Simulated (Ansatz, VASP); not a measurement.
## CdS in VASP and in Ansatz

Contents of INCAR:

```
ALGO = Normal ; EDIFF = 1E-6
ENCUT = 520 ; GGA = PS
ISIF = 2 ; ISMEAR = -1
LASPH = True ; LCHARG = True
LELF = True ; LREAL = False
LVHAR = True ; LWAVE = False
NBANDS = 26 ; NELM = 60
PREC = Accurate ; SIGMA = 0.01
```

Contents of KPOINTS:

```
k-points
0
Gamma
  7 7 4
```

Contents of POSCAR:

```
CdS
1.0
    4.0934512114      0.0000000000      0.0000000000
   -2.0467256057      3.5450327382      0.0000000000
    0.0000000000      0.0000000000      6.7490000000
Cd S
2 2
Direct
    0.3333333333      0.6666666667      0.0000000000
    0.6666666667      0.3333333333      0.5000000000
    0.3333333333      0.6666666667      0.3850000000
    0.6666666667      0.3333333333      0.8850000000
```

Input for Ansatz:

```yaml
crystal:
  lattice:
    - [4.0934512114, 0.0, 0.0]
    - [-2.0467256057, 3.5450327382, 0.0]
    - [0.0, 0.0, 6.749]
  atoms:
    - { symbol: Cd, position: [0.3333333333, 0.6666666667, 0.0] }
    - { symbol: Cd, position: [0.6666666667, 0.3333333333, 0.5] }
    - { symbol: S, position: [0.3333333333, 0.6666666667, 0.385] }
    - { symbol: S, position: [0.6666666667, 0.3333333333, 0.885] }
kpoints:
  mp_grid: { grid: [7, 7, 4] }
  band_path:
    path:
      - [0.0, 0.0, 0.0]
      - [0.5, 0.0, 0.0]
      - [0.3333333333, 0.3333333333, 0.0]
      - [0.0, 0.0, 0.0]
      - [0.0, 0.0, 0.5]
      - [0.5, 0.0, 0.5]
      - [0.3333333333, 0.3333333333, 0.5]
      - [0.0, 0.0, 0.5]
      - [0.5, 0.0, 0.5]
    npoints: 5
scf:
  occupations: { method: fermi_dirac, width: 0.01 }
hamiltonian:
  xc: pbesol
  pseudopotentials: { kind: all_electron, lapw: { basis_error: 0.001 } }
output:
  forces: true
  stress: true
  eigenvalues: true
```

Change from the starting cell: equal xx and yy strain of -1 %.

Alike in both runs: task single point; functional PBEsol; k mesh 7 × 7 × 4; occupations fermi-dirac, width 0.01 eV; no spin polarisation.

|  | VASP | Ansatz |
| --- | --- | --- |
| version | VASP 6.6.1 | Ansatz 0.2.0 |
| potentials or method | VASP PAW PBE potentials, release 64 (Cd, S), cutoff 520 eV | all-electron LAPW, scalar-relativistic |

```csv
,VASP,Ansatz,Ansatz less VASP
gap on the k mesh at the Fermi level (eV),1.12,1.12,-0.004
pressure (GPa),1.2,0.8,-0.39
"traceless stress, the component that is largest in VASP (GPa)",-2.27,-2.20,+0.073
rms of the force components (eV/Å),0.196,0.189,-0.0068
```

VASP's potentials were made for PBE, not for PBEsol. Atom by atom the forces differ by 0.007 eV/Å (rms over components). Ansatz ran all-electron here, and VASP with PAW potentials.
